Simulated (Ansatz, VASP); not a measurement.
BaTiO3: VASP beside Ansatz

```xyz
5
Lattice="2.8399 1.6396 2.3317 -2.8399 1.6396 2.3317 0.0000 -3.2792 2.3317" Properties=species:S:1:pos:R:3 pbc="T T T"
Ba    0.0000    0.0000    0.0090
Ti    0.0000    0.0000    3.6008
O    -1.3928    0.8041    4.5586
O     0.0000   -1.6082    4.5586
O     1.3928    0.8041    4.5586
```

Alike in both runs: functional r2SCAN; k mesh 6 × 6 × 6; occupations gaussian, width 0.02 eV; no spin polarisation.

Ansatz relaxed the structure, and its values are those at the end. VASP's run is a single point on that final structure, the one shown.

|  | VASP | Ansatz |
| --- | --- | --- |
| version | VASP 6.6.1 | Ansatz 0.2.0 |
| potentials or method | VASP PAW PBE potentials, release 64 (Ba_sv, Ti_sv, O), cutoff 520 eV | scalar-relativistic, plane waves, PAW |
| valence electrons in the cell | 40 | 40 |

|  | VASP | Ansatz | Ansatz less VASP |
| --- | --- | --- | --- |
| gap on the k mesh at the Fermi level (eV) | 2.85 | 2.87 | +0.019 |
| least direct gap on the mesh (eV) | 3.31 | 3.29 | -0.019 |
| pressure (GPa) | 1.9 | 0.0 | -1.94 |
| rms of the force components (eV/Å) | 0.065 | 0.001 | -0.0640 |

VASP's potentials were made for PBE, not for r2SCAN. The functional is the same, so the differences come from potentials, cutoffs and numerics.

Spin-orbit coupling is off throughout.
